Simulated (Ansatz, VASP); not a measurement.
**CaS: VASP beside Ansatz**

```
CELL_PARAMETERS angstrom
0.00000 2.84794 2.84794
2.84794 0.00000 2.84794
2.84794 2.84794 0.00000
ATOMIC_POSITIONS crystal
Ca 0.00000 0.00000 0.00000
S 0.50000 0.50000 0.50000
```

Alike in both runs: task single point; functional PBE; k mesh 6 × 6 × 6; no spin polarisation.

|  | VASP | Ansatz |
| --- | --- | --- |
| version | VASP 6.6.1 | Ansatz 0.2.0 |
| potentials or method | VASP PAW PBE potentials, release 64 (Ca_sv, S) | plane waves, PAW |
| plane-wave cutoff (eV) | 500 | 420 |
| occupations | gaussian, width 0.01 eV | fixed |
| valence electrons in the cell | 16 | 16 |

```csv
,VASP,Ansatz,Ansatz less VASP
gap on the k mesh at the Fermi level (eV),2.36,2.36,+0.005
pressure (GPa),0.6,0.5,-0.15
```
